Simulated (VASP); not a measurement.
# Sn (Fd-3m) in VASP: further runs

Aim: see how the results for Sn move with the level of theory and the settings. Levels: PBE, LDA. Tasks: vibrations by perturbation theory, elastic constants.

Program: VASP 6.6.1. These are calculated values, not measurements. Logs are shortened: lines on timing, memory, paths and dates and some standing lists are left out, and cuts for length are marked.

## Step 1: The cell of the first run

Symmetry: Fd-3m, No. 227, cubic system. The conventional cell has a = 6.467 Å, b = 6.467 Å, c = 6.467 Å, α = 90.00°, β = 90.00°, γ = 90.00°. Sn (site symmetry -43m) has 4 Sn at 2.80 Å within 3.7 Å.

## Step 2: Vibrations by perturbation theory, PBE

Input file INCAR:

```
SYSTEM = Sn
PREC = Accurate
ENCUT = 520
EDIFF = 1E-8
ISMEAR = -1
SIGMA = 0.05
LREAL = .False.
LASPH = .True.
NELM = 100
ALGO = Normal
ISIF = 2
LWAVE = .False.
LCHARG = .True.
GGA = PE
IBRION = 8
NSW = 1
```

Input file KPOINTS:

```
regular mesh
0
Gamma
  5 5 5
  0 0 0
```

Input file POSCAR:

```
Sn
1.0
    0.0000000000      3.2333428000      3.2333428000
    3.2333428000      0.0000000000      3.2333428000
    3.2333428000      3.2333428000      0.0000000000
Sn
2
Direct
    0.7500000000      0.7500000000      0.7500000000
    0.5000000000      0.5000000000      0.5000000000
```

Potentials or basis: VASP PAW PBE potentials, release 64 (Sn_d).

Launch:

```
> cat potpaw_PBE.64/Sn_d/POTCAR > POTCAR
> mpirun -np 1 vasp_std > vasp.out
```

OUTCAR:

```text
SYSTEM = Sn
   PREC = Accurate
   ENCUT = 520
   EDIFF = 1E-8
   ISMEAR = -1
   LREAL = .False.
   LASPH = .True.
   NELM = 100
   ISIF = 2
   GGA = PE
   IBRION = 8
   NSW = 1

 ion  position               nearest neighbor table
   1  0.750  0.750  0.750-   2 2.80   2 2.80   2 2.80   2 2.80
   2  0.500  0.500  0.500-   1 2.80   1 2.80   1 2.80   1 2.80

  LATTYP: Found a face centered cubic cell.
 ALAT       =     6.4666856000

  Lattice vectors:

 A1 = (   0.0000000000,   3.2333428000,   3.2333428000)
 A2 = (   3.2333428000,   0.0000000000,   3.2333428000)
 A3 = (   3.2333428000,   3.2333428000,   0.0000000000)

Analysis of symmetry for initial positions (statically):
=====================================================================
 Subroutine PRICEL returns:
 Original cell was already a primitive cell.

 Routine SETGRP: Setting up the symmetry group for a
 face centered cubic supercell.

 Subroutine GETGRP returns: Found 48 space group operations
 (whereof 24 operations were pure point group operations)
 out of a pool of 48 trial point group operations.

The static configuration has the point symmetry T_d .
 The point group associated with its full space group is O_h .

Analysis of symmetry for dynamics (positions and initial velocities):
=====================================================================
 Subroutine PRICEL returns:
 Original cell was already a primitive cell.

 Routine SETGRP: Setting up the symmetry group for a
 face centered cubic supercell.

 Subroutine GETGRP returns: Found 48 space group operations
 (whereof 24 operations were pure point group operations)
 out of a pool of 48 trial point group operations.

The dynamic configuration has the point symmetry T_d .
 The point group associated with its full space group is O_h .

 Subroutine INISYM returns: Found 48 space group operations
 (whereof 24 operations are pure point group operations),
 and found     1 'primitive' translations

----------------------------------------------------------------------------------------

                                     Primitive cell

  volume of cell :      67.6060

  direct lattice vectors                    reciprocal lattice vectors
     0.000000000  3.233342800  3.233342800    -0.154638723  0.154638723  0.154638723
     3.233342800  0.000000000  3.233342800     0.154638723 -0.154638723  0.154638723
     3.233342800  3.233342800  0.000000000     0.154638723  0.154638723 -0.154638723

  length of vectors
     4.572637240  4.572637240  4.572637240     0.267842124  0.267842124  0.267842124

  position of ions in fractional coordinates (direct lattice)
     0.750000000  0.750000000  0.750000000
     0.500000000  0.500000000  0.500000000

  ion indices of the primitive-cell ions
   primitive index   ion index
                 1           1
                 2           2

----------------------------------------------------------------------------------------

 KPOINTS: regular mesh

Automatic generation of k-mesh.
 Grid dimensions read from file:
 generate k-points for:    5    5    5

 Generating k-lattice:

  Cartesian coordinates                     Fractional coordinates (reciprocal lattice)
    -0.030927745  0.030927745  0.030927745     0.200000000  0.000000000  0.000000000
     0.030927745 -0.030927745  0.030927745     0.000000000  0.200000000  0.000000000
     0.030927745  0.030927745 -0.030927745     0.000000000  0.000000000  0.200000000

  Length of vectors
     0.053568425  0.053568425  0.053568425

  Shift w.r.t. Gamma in fractional coordinates (k-lattice)
     0.000000000  0.000000000  0.000000000

 Subroutine IBZKPT returns following result:
 ===========================================

 Found     10 irreducible k-points:

 Following reciprocal coordinates:
            Coordinates               Weight
  0.000000  0.000000  0.000000      1.000000
  0.200000  0.000000  0.000000      8.000000
  0.400000  0.000000  0.000000      8.000000
  0.200000  0.200000  0.000000      6.000000
  0.400000  0.200000  0.000000     24.000000
 -0.400000  0.200000  0.000000     24.000000
 -0.200000  0.200000  0.000000     12.000000
  0.400000  0.400000  0.000000      6.000000
 -0.400000  0.400000  0.000000     12.000000
 -0.400000  0.400000  0.200000     24.000000
   k-points           NKPTS =     10   k-points in BZ     NKDIM =     10   number of bands    NBANDS=     18
   number of dos      NEDOS =    301   number of ions     NIONS =      2
   total plane-waves  NPLWV =  46656
   dimension x,y,z NGX =    36 NGY =   36 NGZ =   36
   dimension x,y,z NGXF=    72 NGYF=   72 NGZF=   72
   ions per type =               2
   NGX,Y,Z   is equivalent  to a cutoff of  13.09, 13.09, 13.09 a.u.
   NGXF,Y,Z  is equivalent  to a cutoff of  26.18, 26.18, 26.18 a.u.
 SYSTEM =  Sn
   PREC   = accura    normal or accurate (medium, high low for compatibility)
   ISTART =      0    job   : 0-new  1-cont  2-samecut
   ICHARG =      2    charge: 1-file 2-atom 10-const
   ISPIN  =      1    spin polarized calculation?
   LNONCOLLINEAR =      F non collinear calculations
   LSORBIT =      F    spin-orbit coupling
   LASPH  =      T    aspherical Exc in radial PAW
   ENCUT  =  520.0 eV  38.22 Ry    6.18 a.u.   8.50  8.50  8.50*2*pi/ulx,y,z
   NELM   =    100;   NELMIN=  2; NELMDL= -5     # of ELM steps
   EDIFF  = 0.1E-07   stopping-criterion for ELM
   LREAL  =      F    real-space projection
   EDIFFG = 0.1E-06   stopping-criterion for IOM
   NSW    =      1    number of steps for IOM
   IBRION =      8    ionic relax: 0-MD 1-quasi-New 2-CG
   NFREE  =      0    steps in history (QN), initial steepest desc. (CG)
   ISIF   =      2    stress and relaxation
   ISYM   =      2    0-nonsym 1-usesym 2-fastsym
   POTIM  = 0.5000    time-step for ionic-motion
   TEBEG  =    0.0;   TEEND  =   0.0 temperature during run
   PSTRESS=    0.0 pullay stress
   NELECT =      28.0000    total number of electrons
   NUPDOWN=      -1.0000    fix difference up-down
   EMIN   =  10.00;   EMAX   =-10.00  energy-range for DOS
   EFERMI =   0.00;   METHOD = LEGACY
   ISMEAR =    -1;   SIGMA  =   0.05  broadening in eV -4-tet -1-fermi 0-gaus
   EFERMI_NEDOS =   21; number of points for ismear=-14 and -15
   IALGO  =     38    algorithm
   IMIX   =      4    mixing-type and parameters
     AMIX     =   0.40;   BMIX     =  1.00
     AMIX_MAG =   1.60;   BMIX_MAG =  1.00
  volume/ion in A,a.u.               =      33.80       228.11
  Fermi-wavevector in a.u.,A,eV,Ry     =   1.220298  2.306028 20.260793  1.489126
  Thomas-Fermi vector in A             =   2.355520
   LORBIT       =      0    0 simple, 1 ext, 2 COOP (PROOUT), +10 PAW based schemes
   GGA     = PE    functional components
[... 5 lines left out ...]
 non-spin polarized calculation
  energy-cutoff  :      520.00
  volume of cell :       67.61
 maximum number of plane-waves:      1849
 NGX is ok and might be reduce to    36
   NGX = 17   NGY = 17   NGZ = 17

--------------------------------------- Ionic step        1  -------------------------------------------

 number of electron      28.0000008 magnetization

 Free energy of the ion-electron system (eV)
  ---------------------------------------------------
  ext. energy  EPLUGINS =         0.00000000
  ---------------------------------------------------
  free energy    TOTEN  =        -7.54941605 eV

  energy without entropy =       -7.54523777  energy(sigma->0) =       -7.54732691

 E-fermi :   5.7724     XC(G=0):  -8.9103

 val. band max:        5.2733381659   @ k =   0.2000   0.0000   0.0000
 cond. band min:       5.8451239716   @ k =   0.4000   0.0000   0.0000
 fundamental gap:      0.5717858057
 Fermi energy:         5.7723619101

 k-point     1 :       0.0000    0.0000    0.0000
  band No.  band energies     occupation
      1     -15.9300      2.00000
      2     -15.9300      2.00000
      3     -15.9300      2.00000
      4     -15.8693      2.00000
      5     -15.8693      2.00000
      6     -15.5513      2.00000
[... 10 lines left out ...]
     17       7.9249      0.00000
     18       7.9249      0.00000
[... 172 lines left out ...]
      2     -15.9914      2.00000
      3     -15.8363      2.00000
      4     -15.7571      2.00000
      5     -15.7394      2.00000
      6     -15.7090      2.00000
[... 10 lines left out ...]
     17       9.5000      0.00000
     18      11.7786      0.00000

------------------------ aborting loop because EDIFF is reached ----------------------------------------

  FORCE on cell =-STRESS in cart. coord.  units (eV):
  Direction    XX          YY          ZZ          XY          YZ          ZX
  --------------------------------------------------------------------------------------
  -------------------------------------------------------------------------------------
  Total        1.6748640      1.6748640      1.6748640      0.0000000      0.0000000      0.0000000
  in kB       39.6921747     39.6921747     39.6921747      0.0000000      0.0000000      0.0000000
  external PRESSURE =      39.6921747 kB  Pullay stress =       0.0000000 kB

 VOLUME and BASIS-vectors are now :
 -----------------------------------------------------------------------------
  energy-cutoff  :      520.00
  volume of cell :       67.61
      direct lattice vectors                 reciprocal lattice vectors
     0.000000000  3.233342800  3.233342800    -0.154638723  0.154638723  0.154638723
     3.233342800  0.000000000  3.233342800     0.154638723 -0.154638723  0.154638723
     3.233342800  3.233342800  0.000000000     0.154638723  0.154638723 -0.154638723

 POSITION                                       TOTAL-FORCE (eV/Angst)
 -----------------------------------------------------------------------------------
      4.85001      4.85001      4.85001        -0.000000     -0.000000     -0.000000
      3.23334      3.23334      3.23334         0.000000      0.000000      0.000000
 -----------------------------------------------------------------------------------
    total drift:                                0.000000      0.000000      0.000000

  FREE ENERGIE OF THE ION-ELECTRON SYSTEM (eV)
  ---------------------------------------------------
  free  energy   TOTEN  =        -7.5494160477 eV

  energy  without entropy=       -7.5452377714  energy(sigma->0) =       -7.54732691

[... ionic steps 2 to 3 ...]

--------------------------------------- Ionic step        4  -------------------------------------------

 Free energy of the ion-electron system (eV)
  ---------------------------------------------------
  ---------------------------------------------------
  free energy    TOTEN  =        -0.22036897 eV

  energy without entropy =       -0.22036897

------------------------ aborting loop because EDIFF is reached ----------------------------------------

 INTERNAL STRAIN TENSOR  FOR ION    1  DIRECTION 1   (eV/Angst):
 -----------------------------------------------------------------------------
     0.02264  0.00000  0.00000
    -0.00000 -0.00975-10.95844
     0.00000-10.95844 -0.00975

 INTERNAL STRAIN TENSOR FOR ION    2 for displacements in x,y,z  (eV/Angst):
          X           Y           Z          XY          YZ          ZX
  --------------------------------------------------------------------------------
  x    -0.00000     0.00000     0.00000    -0.00000    10.95844     0.00000
  y    -0.00000     0.00000    -0.00000     0.00000    -0.00000    10.95844
  z     0.00000     0.00000    -0.00000    10.95844     0.00000    -0.00000

 SECOND DERIVATIVES (NOT SYMMETRIZED)
 ------------------------------------
               1X          1Y          1Z          2X          2Y          2Z
  1X    -7.449127    0.000000    0.000000    7.449127    0.000000    0.000000
  1Y     0.000000   -7.449127    0.000000    0.000000    7.449127    0.000000
  1Z     0.000000    0.000000   -7.449127    0.000000    0.000000    7.449127
  2X     7.449127    0.000000    0.000000   -7.449127    0.000000    0.000000
  2Y     0.000000    7.449127    0.000000    0.000000   -7.449127    0.000000
  2Z     0.000000    0.000000    7.449127    0.000000    0.000000   -7.449127

 Eigenvectors and eigenvalues of the dynamical matrix
 ----------------------------------------------------

   1 f  =    5.538278 THz    34.798028 2PiTHz  184.737072 cm-1    22.904467 meV
             X         Y         Z           dx          dy          dz
      4.850014  4.850014  4.850014     0.000000   -0.707107    0.000000
      3.233343  3.233343  3.233343     0.000000    0.707107    0.000000

   2 f  =    5.538278 THz    34.798028 2PiTHz  184.737072 cm-1    22.904467 meV
             X         Y         Z           dx          dy          dz
      4.850014  4.850014  4.850014    -0.707107    0.000000    0.000000
      3.233343  3.233343  3.233343     0.707107    0.000000    0.000000
[... 11 lines left out ...]
   5 f  =    0.000000 THz     0.000000 2PiTHz    0.000000 cm-1     0.000000 meV
             X         Y         Z           dx          dy          dz
      4.850014  4.850014  4.850014     0.000000    0.707107    0.000000
      3.233343  3.233343  3.233343     0.000000    0.707107    0.000000

   6 f  =    0.000000 THz     0.000000 2PiTHz    0.000000 cm-1     0.000000 meV
             X         Y         Z           dx          dy          dz
      4.850014  4.850014  4.850014     0.000000    0.000000    0.707107
      3.233343  3.233343  3.233343     0.000000    0.000000    0.707107

--------------------------------------------------------------------------------------------------------

 ELASTIC MODULI CONTR FROM IONIC RELAXATION (kBar)
 Direction    XX          YY          ZZ          XY          YZ          ZX
 --------------------------------------------------------------------------------
 XX          -0.0000      0.0000      0.0000     -0.0000      0.0000      0.0000
 YY           0.0000     -0.0000      0.0000     -0.0000     -0.0000     -0.0000
 ZZ           0.0000      0.0000     -0.0000      0.0000     -0.0000      0.0000
 XY          -0.0000     -0.0000      0.0000   -382.0478      0.0000      0.0000
 YZ           0.0000     -0.0000     -0.0000      0.0000   -382.0478     -0.0000
 ZX           0.0000     -0.0000      0.0000      0.0000     -0.0000   -382.0478
 --------------------------------------------------------------------------------
```

Wall time 1.7 min (1 thread of Intel Xeon 6975P-C, shared host); peak memory 0.26 GiB.

What came out:

```
Highest phonon frequency at Γ : 185 cm⁻¹
```

Phonon frequencies in cm⁻¹ (negative: imaginary):
```
              q point        frequencies
(0.000, 0.000, 0.000)  0 0 0 185 185 185
```

Caveat: the cell wasn't relaxed at this level first, which shifts response properties; spin-orbit coupling is left out, which moves the levels of the heavy elements.

## Step 3: Elastic constants, LDA

Input file INCAR:

```
SYSTEM = Sn
PREC     = Accurate       ! precision mode
ENCUT    = 600            ! plane-wave cutoff, eV
EDIFF    = 1E-8           ! SCF threshold, eV
ISMEAR   = -1             ! smearing method
SIGMA    = 0.05           ! smearing width, eV
LREAL    = .False.        ! projectors in reciprocal space
LASPH    = .True.         ! aspherical terms in the spheres
NELM     = 60             ! most SCF steps
ALGO     = Normal         ! electronic algorithm
ISIF     = 3              ! what is computed and relaxed
LWAVE    = .False.        ! write WAVECAR
LCHARG   = .False.        ! write CHGCAR
GGA      = CA             ! functional
IBRION   = 6              ! ionic algorithm
NFREE    = 2            
POTIM    = 0.015          ! step
NSW      = 1              ! ionic steps
```

Input file KPOINTS:

```
Automatic mesh
0
Gamma
  5 5 5
  0 0 0
```

POSCAR is that of step 2.

Potentials or basis: VASP PAW LDA potentials, release 64 (Sn_d).

Launch:

```
> cat potpaw_LDA.64/Sn_d/POTCAR > POTCAR
> mpirun -np 1 vasp_std > vasp.out
```

Wall time 5.5 min (1 thread of AMD EPYC 9R45 (Zen 5), shared host); peak memory 0.21 GiB.

Results (log left out):

| Quantity | Value |
| --- | --- |
| Elastic constants C11, C12, C44 | 69, 36, 11 GPa |
| Voigt bulk modulus | 47 GPa |
| Highest phonon frequency at Γ | 186 cm⁻¹ |

Phonon frequencies in cm⁻¹ (negative: imaginary):
```csv
q point,frequencies
"(0.000, 0.000, 0.000)",0 0 0 186 186 186
```

Elastic tensor in Voigt notation (GPa, in the Cartesian axes of the cell as first typed):
```
69 36 36  0  0  0
36 69 36  0  0  0
36 36 69  0  0  0
 0  0  0 11  0  0
 0  0  0  0 11  0
 0  0  0  0  0 11
```

Clamped-ion elastic tensor (GPa):
```
69 36 36  0  0  0
36 69 36  0  0  0
36 36 69  0  0  0
 0  0  0 43  0  0
 0  0  0  0 43  0
 0  0  0  0  0 43
```

Caveat: spin-orbit coupling is left out, which moves the levels of the heavy elements.
